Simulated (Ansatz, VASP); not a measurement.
Two plane-wave programs on B3P

```
B P
1.0
     3.45570    0.00000    0.00000
     0.00000    3.45570    0.00000
     0.00000    0.00000    3.45570
B P
3 1
Direct
  0.00000 0.50000 0.50000
  0.50000 0.00000 0.50000
  0.50000 0.50000 0.00000
  0.00000 0.00000 0.00000
```

Change from the starting cell: species swapped into the AlNi3 type (Pm-3m, No. 221).

Alike in both runs: task single point; functional PBE; k mesh 6 × 6 × 6; occupations gaussian, width 0.1 eV; no spin polarisation.

```csv
,VASP,Ansatz
version,VASP 6.6.1,Ansatz 0.2.0
potentials or method,"VASP PAW PBE potentials, release 64 (B, P), cutoff 500 eV","scalar-relativistic, plane waves, PAW"
valence electrons in the cell,14,14
```

Ansatz gave:

- gap on the k mesh at the Fermi level (eV): none
- pressure (GPa): -24.4

Problem. Estimate VASP's values.

Solution. gap on the k mesh at the Fermi level (eV): none; pressure (GPa): -24.5.

A gap of «none» marks a metal or a gap that the smearing closes.
